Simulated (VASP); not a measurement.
# ZnS: single point with r2SCAN

ZnS:

```xyz
4
Lattice="3.5022 0.0000 0.0000 -1.7511 3.0330 0.0000 0.0000 0.0000 6.4956" Properties=species:S:1:pos:R:3 pbc="T T T"
Zn    0.0000    2.0220    0.0350
Zn    1.7511    1.0110    3.2828
S     0.0000    2.0220    2.4658
S     1.7511    1.0110    5.7136
```

This cell differs from its parent crystal: strain -0.080 along x and y, +0.040 along z.

```
Program                : VASP 6.6.1
Task                   : single point
Functional             : r2SCAN
Potentials or basis    : VASP PAW PBE potentials, release 64 (Zn, S)
Cutoff                 : 520 eV
k mesh                 : 6 × 6 × 4
Occupations            : gaussian, width 0.05 eV
Spin                   : no spin polarisation
Dipole correction      : no
Further INCAR settings : ALGO = Normal; EDIFF = 1e-06; NBANDS = 26
```

The pressure is 15.6 GPa and the largest force is 1.161 eV/Å. The band gap on the k mesh is 2.51 eV.

Forces in eV/Å, atoms in the order of the input:
```
Zn   0.000  0.000  1.161
Zn   0.000  0.000  1.161
S    0.000  0.000 -1.161
S    0.000  0.000 -1.161
```

Stress tensor (GPa, compression positive):
```
23.64  0.00  0.00
 0.00 23.64  0.00
 0.00  0.00 -0.56
```

Levels at points of the mesh, in eV from the valence-band top:
| k point | band 16 | band 17 | band 18 | band 19 | band 20 | band 21 |
| --- | --- | --- | --- | --- | --- | --- |
| (0.00, 0.00, 0.00) | -0.74 | 0.00 | 0.00 | 2.51 | 4.70 | 6.09 |
| (0.50, 0.00, 0.00) | -2.56 | -2.39 | -1.40 | 4.17 | 4.23 | 4.93 |
| (0.00, 0.00, 0.50) | -0.39 | -0.39 | -0.39 | 4.96 | 4.96 | 6.60 |
| (0.50, 0.00, 0.50) | -2.62 | -2.02 | -2.02 | 3.36 | 3.36 | 5.23 |

It took 3.4 min on 1 thread of Intel Xeon 8259CL (shared host), peak memory 0.21 GiB.

Caveat: the cell differs from its parent crystal (strain -0.080 along x and y, +0.040 along z); the cell stands under pressure; the PAW data sets were made with another functional, which shifts forces and pressure a little.
